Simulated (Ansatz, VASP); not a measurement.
Two plane-wave programs on Li2S

```
CELL_PARAMETERS angstrom
0.00357 2.85400 2.85400
2.85757 0.00000 2.85757
2.85400 2.85400 0.00357
ATOMIC_POSITIONS crystal
Li 0.25000 0.25000 0.25000
Li 0.75000 0.75000 0.75000
S 0.00000 0.00000 0.00000
```

Change from the starting cell: strain +0.0025 x Voigt [0, 0, 0, 0, 1, 0], atoms carried along.

Alike in both runs: task single point; functional PBE; k mesh 8 × 8 × 8; occupations gaussian, width 0.05 eV; no spin polarisation.

|  | VASP | Ansatz |
| --- | --- | --- |
| version | VASP 6.6.1 | Ansatz 0.2.0 |
| potentials or method | VASP PAW PBE potentials, release 64 (Li_sv, S), cutoff 750 eV | scalar-relativistic, plane waves, PAW |
| valence electrons in the cell | 12 | 12 |

VASP gave:

* gap on the k mesh at the Fermi level (eV): 3.39
* least direct gap on the mesh (eV): 4.24
* pressure (GPa): -0.2
* traceless stress, the component that is largest in VASP (GPa): -0.09

Estimate Ansatz's values.

gap on the k mesh at the Fermi level (eV): 3.39; least direct gap on the mesh (eV): 4.24; pressure (GPa): 0.0; traceless stress, the component that is largest in VASP (GPa): -0.09.

The functional is the same, so the differences come from potentials, cutoffs and numerics.
